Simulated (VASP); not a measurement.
Crystal: GaSb2.

```
CELL_PARAMETERS angstrom
5.26078 0.00000 0.00000
-2.63039 4.55597 0.00000
0.00000 0.00000 3.28621
ATOMIC_POSITIONS crystal
Ga 0.00000 0.00000 0.00000
Sb 0.33333 0.66667 0.50000
Sb 0.66667 0.33333 0.50000
```

The cell was built from a structure type or drawn by symmetry, and may not be a known phase.

| Item | Value |
| --- | --- |
| Program | VASP 6.6.1 |
| Task | relaxation of cell and atoms |
| Functional | PBE |
| Potentials or basis | VASP PAW PBE potentials, release 64 (Ga_d, Sb) |
| Cutoff | 600 eV |
| k mesh | 6 × 6 × 6 |
| Occupations | gaussian, width 0.1 eV |
| Spin | no spin polarisation |

At the start: pressure 1.1 GPa; volume 26.25 Å³/atom.

Task: How do energy, volume and symmetry change on relaxing?

Result: Over 6 steps the energy falls by 9.1 meV/atom and the volume is 26.65 Å³/atom (+1.5 %); space group P6/mmm (No. 191, to 0.1 Å) before and after.

The path:
| step | energy change (eV) | largest force (eV/Å) | pressure (GPa) | volume (Å³) |
| --- | --- | --- | --- | --- |
| 1 | 0.0000 | 0.0000 | 1.12 | 78.76 |
| 2 | -0.0126 | 0.0000 | -0.22 | 80.86 |
| 3 | -0.0132 | 0.0000 | -0.54 | 81.40 |
| 4 | -0.0216 | 0.0000 | -0.97 | 81.73 |
| 5 | -0.0217 | 0.0000 | -0.99 | 81.75 |
| 6 | -0.0273 | 0.0000 | 0.05 | 79.96 |

Final structure:
```
CELL_PARAMETERS angstrom
5.37088 0.00000 0.00000
-2.68544 4.65132 0.00000
0.00000 0.00000 3.20079
ATOMIC_POSITIONS crystal
Ga 0.00000 0.00000 0.00000
Sb 0.33333 0.66667 0.50000
Sb 0.66667 0.33333 0.50000
```
